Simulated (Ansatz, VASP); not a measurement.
**ScNb in VASP and in Ansatz**

File INCAR:

```
  PREC = Accurate
  ENCUT = 500
  EDIFF = 1E-6
  ISMEAR = -1
  SIGMA = 0.1
  LREAL = F
  LASPH = T
  NELM = 120
  ALGO = Normal
  ISIF = 2
  LWAVE = F
  LCHARG = T
  GGA = PS
  LELF = T
  LVHAR = T
  NBANDS = 19
  GGA_COMPAT = F
```

The input KPOINTS:

```
regular mesh
0
Gamma
  11 11 6
```

Contents of POSCAR:

```
ScNb
1.0
    3.0656440000      0.0000000000      0.0000000000
   -1.5328220000      2.6549260000      0.0000000000
    0.0000000000      0.0000000000      5.0721940000
Sc Nb
1 1
Direct
    0.0000000000      0.0000000000      0.0000000000
    0.3333333333      0.6666666667      0.5000000000
```

Input for Ansatz:

```yaml
crystal:
  lattice:
    - [3.065644, 0.0, 0.0]
    - [-1.532822, 2.654926, 0.0]
    - [0.0, 0.0, 5.072194]
  atoms:
    - { symbol: Sc, position: [0.0, 0.0, 0.0] }
    - { symbol: Nb, position: [0.3333333333333333, 0.6666666666666666, 0.5] }
kpoints:
  mp_grid:
    grid: [11, 11, 6]
    shift: [0.0, 0.0, 0.0]
hamiltonian:
  xc: pbesol
  pseudopotentials:
    kind: paw
scf:
  occupations:
    method: fermi_dirac
output:
  write_density: true
  write_potential: true
  volumetric_format: [xsf, npy]
  stress: true
  eigenvalues: true
```

Alike in both runs: task single point; functional PBEsol; k mesh 11 × 11 × 6; no spin polarisation.

```csv
,VASP,Ansatz
version,VASP 6.6.1,Ansatz 0.2.0
potentials or method,"VASP PAW PBE potentials, release 64 (Sc_sv, Nb_sv)","plane waves, PAW"
plane-wave cutoff (eV),500,420
occupations,"fermi-dirac, width 0.1 eV",fermi-dirac
valence electrons in the cell,24,24
```

VASP gave:

| Quantity | Value |
| --- | --- |
| gap on the k mesh at the Fermi level (eV) | none |
| pressure (GPa) | -4.1 |
| traceless stress, the component that is largest in VASP (GPa) | -0.27 |

**Question.** Which values does Ansatz return?

**Answer.** gap on the k mesh at the Fermi level (eV): none; pressure (GPa): -4.1; traceless stress, the component that is largest in VASP (GPa): -0.32.

VASP's potentials were made for PBE, not for PBEsol. A gap of «none» marks a metal or a gap that the smearing closes.
